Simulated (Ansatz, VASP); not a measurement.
W in VASP and in Ansatz

```xyz
1
Lattice="0.0000 1.7753 1.7753 1.7753 0.0000 1.7753 1.7753 1.7753 0.0000" Properties=species:S:1:pos:R:3 pbc="T T T"
W     0.0000    0.0000    0.0000
```

Change from the starting cell: volume scaled by 0.68, PAW files.

Alike in both runs: task single point; functional PBE; k mesh 18 × 18 × 18; occupations fermi-dirac, width 0.1 eV; no spin polarisation.

|  | VASP | Ansatz |
| --- | --- | --- |
| version | VASP 6.6.1 | Ansatz 0.2.0 |
| potentials or method | VASP PAW PBE potentials, release 64 (W_sv) | PAW with Ansatz's default frozen-core files, scalar-relativistic |
| plane-wave cutoff (eV) | 520 | 420 |
| valence electrons in the cell | 14 | 14 |

Ansatz gave:

- pressure (GPa): 228.0

Question: Which values does VASP return?

Answer: Pressure (GPa): 234.5.

Both programs put the cell under a high pressure, so it lies far from rest at this level.

Spin-orbit coupling is off throughout. Noted on VASP's run: the cell as given lies far from equilibrium.
